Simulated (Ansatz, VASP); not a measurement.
One calculation of Mg2W, two programs

```xyz
6
Lattice="-3.9869 3.9869 2.4903 3.9869 -3.9869 2.4903 3.9869 3.9869 -2.4903" Properties=species:S:1:pos:R:3 pbc="T T T"
Mg    3.9869    1.4357    0.0000
Mg    1.4357    3.9869    0.0000
Mg    2.5512    0.0000    2.4903
Mg    0.0000    2.5512    2.4903
W     0.0000    0.0000    1.3487
W     0.0000    0.0000    3.6319
```

Alike in both runs: functional PBE; k mesh 4 × 4 × 4; occupations gaussian, width 0.1 eV; no spin polarisation.

Ansatz relaxed the structure, and its values are those at the end. VASP's run is a single point on that final structure, the one shown.

|  | VASP | Ansatz |
| --- | --- | --- |
| version | VASP 6.6.1 | Ansatz 0.2.0 |
| potentials or method | VASP PAW PBE potentials, release 64 (Mg, W_sv), cutoff 520 eV | scalar-relativistic, plane waves, PAW |
| valence electrons in the cell | 36 | 68 |

Ansatz gave:

```
gap on the k mesh at the Fermi level (eV) : none
pressure (GPa)                            : 0.0
rms of the force components (eV/Å)        : 0.006
```

Q: Estimate VASP's values.

A: gap on the k mesh at the Fermi level (eV): none; pressure (GPa): 0.2; rms of the force components (eV/Å): 0.063.

A gap of «none» marks a metal or a gap that the smearing closes. VASP's potentials hold 36 valence electrons a cell and Ansatz's 68, so a difference there can come from the potentials and not from the codes.

The k mesh is coarse, so the values compare programs but aren't converged. Neither program's run includes spin-orbit coupling.
